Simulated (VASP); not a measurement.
# LiF: electric field gradients with LDA

LiF:

```
Li F
1.0
     0.00000    2.03065    2.03065
     2.03065    0.00000    2.03065
     2.03065    2.03065    0.00000
Li F
1 1
Direct
  0.00000 0.00000 0.00000
  0.50000 0.50000 0.50000
```

This cell differs from its parent crystal: volume scaled by 1.025.

| Item | Value |
| --- | --- |
| Program | VASP 6.6.1 |
| Task | electric field gradients |
| Functional | LDA |
| Potentials or basis | VASP PAW LDA potentials, release 64 (Li_sv, F) |
| Cutoff | 520 eV |
| k mesh | 10 × 10 × 10 |
| Occupations | fermi-dirac, width 0.03 eV |
| Spin | no spin polarisation |
| Dipole correction | no |
| Further INCAR settings | ALGO = Normal; EDIFF = 1e-08; NBANDS = 12 |

| Property | Result |
| --- | --- |
| Band gap on the k mesh | 8.61 eV, direct |

Levels at points of the mesh, in eV from the valence-band top:
```tsv
k point	band 3	band 4	band 5	band 6	band 7	band 8
(0.00, 0.00, 0.00)	0.00	0.00	0.00	8.61	23.14	23.14
(0.50, 0.00, 0.00)	-2.51	-0.22	-0.22	10.25	16.09	18.23
(0.50, 0.50, 0.00)	-3.01	-0.99	-0.99	14.19	15.91	16.84
```

Wall time 16 s on 1 thread of AMD EPYC 7R43 64-Core Processor (Zen 3) (shared host), peak memory 0.08 GiB.

Caveat: without QUAD_EFG the Cq values of the log hold for a quadrupole moment of 1 mb, not for the nuclei. A k mesh can miss the band edges.
